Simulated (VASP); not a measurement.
# Pd (I4/mmm) in VASP: notebook, part 2 of 3

VASP 6.6.1. Earlier steps stand in the parts before.

## (3) Single point, PBEsol (strain -0.025 along x and y, +0.000 along z)

File INCAR:

```
PREC     = Accurate       # precision mode
ENCUT    = 520            # plane-wave cutoff, eV
EDIFF    = 1E-6           # SCF threshold, eV
ISMEAR   = 0              # smearing method
SIGMA    = 0.15           # smearing width, eV
LREAL    = False          # projectors in reciprocal space
LASPH    = True           # aspherical terms in the spheres
NELM     = 100            # most SCF steps
ALGO     = Normal         # electronic algorithm
ISIF     = 2              # what is computed and relaxed
LWAVE    = False          # write WAVECAR
LCHARG   = False          # write CHGCAR
GGA      = PS             # functional
NBANDS   = 11             # bands
```

File KPOINTS:

```
Automatic mesh
0
Gamma
  20 20 20
```

File POSCAR:

```
Pd
1.0
    0.0000000000      1.8962775000      1.9449000000
    1.8962775000      0.0000000000      1.9449000000
    1.8962775000      1.8962775000      0.0000000000
Pd
1
Direct
    0.0000000000      0.0000000000      0.0000000000
```

Potentials or basis: VASP PAW PBE potentials, release 64 (Pd).

Launch:

```console
$ cat potpaw_PBE.64/Pd/POTCAR > POTCAR
$ mpirun -np 1 vasp_std > vasp.out
```

OUTCAR:

```text
PREC = Accurate
   ENCUT = 520
   EDIFF = 1E-6
   ISMEAR = 0
   LREAL = False
   LASPH = True
   NELM = 100
   ISIF = 2
   GGA = PS

 ion  position               nearest neighbor table
   1  0.000  0.000  0.000-

  LATTYP: Found a body centered tetragonal cell.
 ALAT       =     2.6817413585
 C/A-ratio  =     1.4504754486

  Lattice vectors:

 A1 = (  -1.8962775000,   0.0000000000,   1.9449000000)
 A2 = (   1.8962775000,   0.0000000000,   1.9449000000)
 A3 = (   0.0000000000,   1.8962775000,  -1.9449000000)

Analysis of symmetry for initial positions (statically):
=====================================================================
 Subroutine PRICEL returns:
 Original cell was already a primitive cell.

 Routine SETGRP: Setting up the symmetry group for a
 body centered tetragonal supercell.

 Subroutine GETGRP returns: Found 16 space group operations
 (whereof 16 operations were pure point group operations)
 out of a pool of 16 trial point group operations.

The static configuration has the point symmetry D_4h.

Analysis of symmetry for dynamics (positions and initial velocities):
=====================================================================
 Subroutine PRICEL returns:
 Original cell was already a primitive cell.

 Routine SETGRP: Setting up the symmetry group for a
 body centered tetragonal supercell.

 Subroutine GETGRP returns: Found 16 space group operations
 (whereof 16 operations were pure point group operations)
 out of a pool of 16 trial point group operations.

The dynamic configuration has the point symmetry D_4h.

 Subroutine INISYM returns: Found 16 space group operations
 (whereof 16 operations are pure point group operations),
 and found     1 'primitive' translations

----------------------------------------------------------------------------------------

                                     Primitive cell

  volume of cell :      13.9872
[... 106 lines left out ...]
     AMIX     =   0.40;   BMIX     =  1.00
     AMIX_MAG =   1.60;   BMIX_MAG =  1.00
  volume/ion in A,a.u.               =      13.99        94.39
  Fermi-wavevector in a.u.,A,eV,Ry     =   1.463854  2.766283 29.155503  2.142869
  Thomas-Fermi vector in A             =   2.579900
   LORBIT       =      0    0 simple, 1 ext, 2 COOP (PROOUT), +10 PAW based schemes
   GGA     = PS    functional components
   LHFCALC =     F    Hartree Fock is set to
   AEXX    =    0.0000 exact exchange contribution
   IVDW    =     0    specifies the selected vdW correction
   LEPSILON=     F    determine dielectric tensor
   LRPA    =     F    only Hartree local field effects (RPA)
 non-spin polarized calculation
 Gauss-broadening in eV      SIGMA  =   0.15
  energy-cutoff  :      520.00
  volume of cell :       13.99
 maximum number of plane-waves:       389
   NGX =  9   NGY =  9   NGZ =  9

 number of electron      10.0000003 magnetization

 Free energy of the ion-electron system (eV)
  ---------------------------------------------------
  ext. energy  EPLUGINS =         0.00000000
  ---------------------------------------------------
  free energy    TOTEN  =        -5.95719367 eV

  energy without entropy =       -5.93210330  energy(sigma->0) =       -5.94464848

 E-fermi :  10.5428     XC(G=0): -13.7139

 val. band max:       10.5420921323   @ k =  -0.4500   0.3000   0.0500
 cond. band min:      10.5429655938   @ k =  -0.4500   0.0500   0.2500
 fundamental gap:      0.0008734615
 Fermi energy:        10.5427929877

 k-point     1 :       0.0000    0.0000    0.0000
  band No.  band energies     occupation
      1       2.8842      2.00000
      2       7.2629      2.00000
      3       7.5246      2.00000
      4       7.5246      2.00000
      5       9.0713      2.00000
      6       9.3497      2.00000
      7      27.6952      0.00000
      8      32.3215      0.00000
      9      32.9848      0.00000
     10      32.9848      0.00000
     11      36.4318      0.00000
[... 309 lines left out ...]
 k-point    24 :      -0.3500    0.0500    0.0000
  band No.  band energies     occupation
      1       4.9475      2.00000
      2       7.3895      2.00000
      3       7.6938      2.00000
      4       8.9147      2.00000
      5       9.8855      2.00000
      6      10.6620      0.26119
      7      21.2078      0.00000
      8      27.7150      0.00000
      9      32.0705      0.00000
     10      34.1352      0.00000
     11      36.4665      0.00000

 [... further k-points ...]
[... 5 lines left out ...]
  --------------------------------------------------------------------------------------
  -------------------------------------------------------------------------------------
  Total        0.8179207      0.8179207      0.6347333      0.0000000      0.0000000      0.0000000
  in kB       93.6894591     93.6894591     72.7060887      0.0000000      0.0000000      0.0000000
  external PRESSURE =      86.6950023 kB  Pullay stress =       0.0000000 kB

 VOLUME and BASIS-vectors are now :
 -----------------------------------------------------------------------------
  energy-cutoff  :      520.00
  volume of cell :       13.99
      direct lattice vectors                 reciprocal lattice vectors
     0.000000000  1.896277500  1.944900000    -0.263674489  0.263674489  0.257082626
     1.896277500  0.000000000  1.944900000     0.263674489 -0.263674489  0.257082626
     1.896277500  1.896277500  0.000000000     0.263674489  0.263674489 -0.257082626

 POSITION                                       TOTAL-FORCE (eV/Angst)
 -----------------------------------------------------------------------------------
      0.00000      0.00000      0.00000        -0.000000      0.000000      0.000000
 -----------------------------------------------------------------------------------
    total drift:                                0.000000      0.000000      0.000000

  FREE ENERGIE OF THE ION-ELECTRON SYSTEM (eV)
  ---------------------------------------------------
  free  energy   TOTEN  =        -5.9571936650 eV

  energy  without entropy=       -5.9321033021  energy(sigma->0) =       -5.94464848
```

OSZICAR:

```text
N       E                     dE             d eps       ncg     rms          rms(c)
DAV:   1     0.419417046452E+02    0.41942E+02   -0.51732E+03 14142   0.861E+02
DAV:   2    -0.581310347411E+01   -0.47755E+02   -0.46167E+02 15686   0.185E+02
DAV:   3    -0.635338372900E+01   -0.54028E+00   -0.53832E+00 16972   0.211E+01
DAV:   4    -0.635553787971E+01   -0.21542E-02   -0.21539E-02 17214   0.139E+00
DAV:   5    -0.635555816497E+01   -0.20285E-04   -0.20285E-04 18444   0.125E-01    0.967E+00
DAV:   6    -0.597833351714E+01    0.37722E+00   -0.14265E+00 17528   0.987E+00    0.440E+00
DAV:   7    -0.596263307865E+01    0.15700E-01   -0.56456E-02 19111   0.157E+00    0.216E+00
DAV:   8    -0.595730040659E+01    0.53327E-02   -0.33985E-03 17528   0.592E-01    0.165E-01
DAV:   9    -0.595718839799E+01    0.11201E-03   -0.49974E-04 18032   0.193E-01    0.203E-02
DAV:  10    -0.595719442014E+01   -0.60221E-05   -0.70557E-06 17888   0.244E-02    0.139E-02
DAV:  11    -0.595719366501E+01    0.75513E-06   -0.15572E-07 12524   0.397E-03
   1 F= -.59571937E+01 E0= -.59446485E+01  d E =-.250904E-01
```

Run time: 52 s. Hardware: 1 thread of Intel Xeon Platinum 8488C (Sapphire Rapids), shared host; peak memory 0.21 GiB.

Results:

| Quantity | Value |
| --- | --- |
| Free energy | -5.9572 eV |
| Pressure | 8.7 GPa |
| Band gap on the k mesh | zero (band 5 reaches 10.97 eV, above the bottom of band 6 at 9.13 eV) |

Stress tensor (GPa, compression positive):
```
9.37 0.00 0.00
0.00 9.37 0.00
0.00 0.00 7.27
```

Levels at points of the mesh, in eV from the Fermi level:
| k point | band 1 | band 2 | band 3 | band 4 | band 5 | band 6 | band 7 | band 8 | band 9 | band 10 |
| --- | --- | --- | --- | --- | --- | --- | --- | --- | --- | --- |
| (0.00, 0.00, 0.00) | -7.66 | -3.28 | -3.02 | -3.02 | -1.47 | -1.19 | 17.15 | 21.78 | 22.44 | 22.44 |
| (0.50, 0.00, 0.00) | -5.77 | -3.28 | -3.04 | -0.07 | 0.04 | 0.81 | 7.71 | 16.49 | 21.30 | 21.80 |
| (0.50, 0.50, 0.00) | -5.89 | -5.59 | -0.03 | 0.32 | 0.32 | 2.91 | 10.82 | 13.73 | 13.73 | 22.54 |
| (0.50, 0.00, 0.50) | -5.90 | -5.58 | -0.05 | 0.24 | 0.43 | 3.43 | 11.52 | 13.16 | 13.34 | 22.14 |

Caveat: the cell differs from its parent crystal (strain -0.025 along x and y, +0.000 along z); the PAW data sets were made with another functional, which shifts forces and pressure a little.

## (4) Single point, PBEsol (strain +0.000 along x and y, -0.025 along z)

File INCAR:

```
  PREC = Accurate
  ENCUT = 520
  EDIFF = 1E-6
  ISMEAR = 0
  SIGMA = 0.15
  LREAL = F
  LASPH = T
  NELM = 60
  ALGO = Fast
  ISIF = 2
  LWAVE = F
  LCHARG = T
  GGA = PS
  LELF = T
  LVHAR = T
  NBANDS = 11
```

KPOINTS is that of step 3.

File POSCAR:

```
Pd
1.0
    0.0000000000      1.9449000000      1.8962775000
    1.9449000000      0.0000000000      1.8962775000
    1.9449000000      1.9449000000      0.0000000000
Pd
1
Direct
    0.0000000000      0.0000000000      0.0000000000
```

Potentials or basis: VASP PAW PBE potentials, release 64 (Pd).

Launch:

```console
$ cat potpaw_PBE.64/Pd/POTCAR > POTCAR
$ mpirun -np 1 vasp_std > vasp.out
```

OUTCAR:

```text
PREC = Accurate
   ENCUT = 520
   EDIFF = 1E-6
   ISMEAR = 0
   LREAL = F
   LASPH = T
   NELM = 60
   ISIF = 2
   GGA = PS

 ion  position               nearest neighbor table
   1  0.000  0.000  0.000-

  LATTYP: Found a body centered tetragonal cell.
 ALAT       =     2.7505039575
 C/A-ratio  =     1.3788582233

  Lattice vectors:

 A1 = (   0.0000000000,  -1.9449000000,  -1.8962775000)
 A2 = (   0.0000000000,   1.9449000000,  -1.8962775000)
 A3 = (   1.9449000000,   0.0000000000,   1.8962775000)

[... 505 lines left out ...]
      2       7.1341      2.00000
      3       7.2877      2.00000
      4       8.5313      2.00000
      5       9.4960      2.00000
      6      10.1381      0.67081
      7      20.6213      0.00000
      8      27.3219      0.00000
      9      31.6123      0.00000
     10      32.9232      0.00000
     11      36.9660      0.00000

 [... further k-points ...]
[... 5 lines left out ...]
  --------------------------------------------------------------------------------------
  -------------------------------------------------------------------------------------
  Total        0.1980826      0.1980826      0.3314915      0.0000000      0.0000000      0.0000000
  in kB       22.1223138     22.1223138     37.0217174      0.0000000      0.0000000      0.0000000
  external PRESSURE =      27.0887817 kB  Pullay stress =       0.0000000 kB

 VOLUME and BASIS-vectors are now :
 -----------------------------------------------------------------------------
  energy-cutoff  :      520.00
  volume of cell :       14.35
      direct lattice vectors                 reciprocal lattice vectors
     0.000000000  1.944900000  1.896277500    -0.257082626  0.257082626  0.263674489
     1.944900000  0.000000000  1.896277500     0.257082626 -0.257082626  0.263674489
     1.944900000  1.944900000  0.000000000     0.257082626  0.257082626 -0.263674489

 POSITION                                       TOTAL-FORCE (eV/Angst)
 -----------------------------------------------------------------------------------
      0.00000      0.00000      0.00000        -0.000000      0.000000      0.000000
 -----------------------------------------------------------------------------------
    total drift:                                0.000000      0.000000      0.000000

  FREE ENERGIE OF THE ION-ELECTRON SYSTEM (eV)
  ---------------------------------------------------
  free  energy   TOTEN  =        -5.9702346899 eV

  energy  without entropy=       -5.9442365549  energy(sigma->0) =       -5.95723562
```

OSZICAR:

```text
N       E                     dE             d eps       ncg     rms          rms(c)
DAV:   1     0.413374044007E+02    0.41337E+02   -0.51621E+03 14222   0.857E+02
DAV:   2    -0.581260018693E+01   -0.47150E+02   -0.45618E+02 15868   0.183E+02
DAV:   3    -0.636260043854E+01   -0.55000E+00   -0.54717E+00 17010   0.211E+01
DAV:   4    -0.636489306964E+01   -0.22926E-02   -0.22923E-02 17064   0.143E+00
DAV:   5    -0.636491613692E+01   -0.23067E-04   -0.23066E-04 18548   0.131E-01    0.901E+00
RMM:   6    -0.599021681845E+01    0.37470E+00   -0.49401E-01 14912   0.650E+00    0.403E+00
RMM:   7    -0.597519938871E+01    0.15017E-01   -0.11587E-02 17012   0.122E+00    0.209E+00
RMM:   8    -0.597025726953E+01    0.49421E-02   -0.20818E-03 17117   0.450E-01    0.154E-01
RMM:   9    -0.597022530143E+01    0.31968E-04   -0.23639E-04 18883   0.131E-01    0.305E-02
RMM:  10    -0.597023283463E+01   -0.75332E-05   -0.55147E-05 18716   0.551E-02    0.102E-02
RMM:  11    -0.597023434163E+01   -0.15070E-05   -0.15045E-05 18212   0.257E-02    0.862E-03
RMM:  12    -0.597023468993E+01   -0.34830E-06   -0.38955E-06 15055   0.151E-02
   1 F= -.59702347E+01 E0= -.59572356E+01  d E =-.259981E-01
```

stdout:

```text
POSCAR found type information on POSCAR Pd
 POSCAR found :  1 types and       1 ions
 scaLAPACK will be used
 -----------------------------------------------------------------------------
|                                                                             |
|                                                                             |
|     You enforced a specific xc type in the INCAR file but a different       |
|     I HOPE YOU KNOW WHAT YOU ARE DOING!                                     |
|                                                                             |
 -----------------------------------------------------------------------------

 LDA part: xc-table for (Slater+PW92), standard interpolation
 POSCAR, INCAR and KPOINTS ok, starting setup
 FFT: planning ... GRIDC
 FFT: planning ... GRID_SOFT
 FFT: planning ... GRID
 WAVECAR not read
 entering main loop
```

Run time: 64 s. Hardware: 1 thread of Intel Xeon Platinum 8488C (Sapphire Rapids), shared host; peak memory 0.21 GiB.

Results:

| Property | Result |
| --- | --- |
| Free energy | -5.9702 eV |
| Pressure | 2.7 GPa |
| Band gap on the k mesh | zero (band 5 reaches 10.48 eV, above the bottom of band 6 at 8.77 eV) |

Stress tensor (GPa, compression positive):
```
2.21 0.00 0.00
0.00 2.21 0.00
0.00 0.00 3.70
```

Caveat: the cell differs from its parent crystal (strain +0.000 along x and y, -0.025 along z); the PAW data sets were made with another functional, which shifts forces and pressure a little.

[end of part 2 of 3]
